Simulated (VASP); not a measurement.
Here is a VASP 6.6.1 calculation.

POSCAR

```
Sn
1.0
    0.0000000000      2.4221711554      2.4221711554
    2.4221711554      0.0000000000      2.4221711554
    2.4221711554      2.4221711554      0.0000000000
Sn
1
Direct
    0.0000000000      0.0000000000      0.0000000000
```

INCAR.step1

```
SYSTEM = Sn
PREC = Accurate ; ENCUT = 520
ISMEAR = -1 ; SIGMA = 0.1
LREAL = .FALSE. ; LASPH = .TRUE.
NELM = 100 ; NBANDS = 13
GGA = PE ; ALGO = Normal
EDIFF = 1E-4 ; LWAVE = .TRUE.
LCHARG = .FALSE.
```

Contents of INCAR.step2:

```
SYSTEM = Sn
PREC = Accurate ; ENCUT = 520
EDIFF = 1E-6 ; ISMEAR = -1
SIGMA = 0.1 ; LREAL = .FALSE.
LASPH = .TRUE. ; NELM = 100
ALGO = Normal ; ISIF = 2
LWAVE = .FALSE. ; LCHARG = .FALSE.
METAGGA = R2SCAN ; LMIXTAU = .TRUE.
NBANDS = 13 ; ISTART = 1
```

File KPOINTS:

```
regular mesh
0
G
  13 13 13
  0 0 0
```

Potentials or basis: VASP PAW PBE potentials, release 64 (Sn_d).

The run is started by

```bash
$ cat potpaw_PBE.64/Sn_d/POTCAR > POTCAR
$ cp INCAR.step1 INCAR
$ mpirun -np 1 vasp_std > vasp.out
$ cp INCAR.step2 INCAR
$ mpirun -np 1 vasp_std > vasp.out
```

Task: Predict the pressure.

Result: -1.9 GPa.

Task: Estimate the band gap on the k mesh.

Result: Zero (bands 7 and 8 overlap by 9.72 eV).

Caveat: the PAW data sets were made with another functional, which shifts forces and pressure a little; spin-orbit coupling is left out, which moves the levels of the heavy elements.
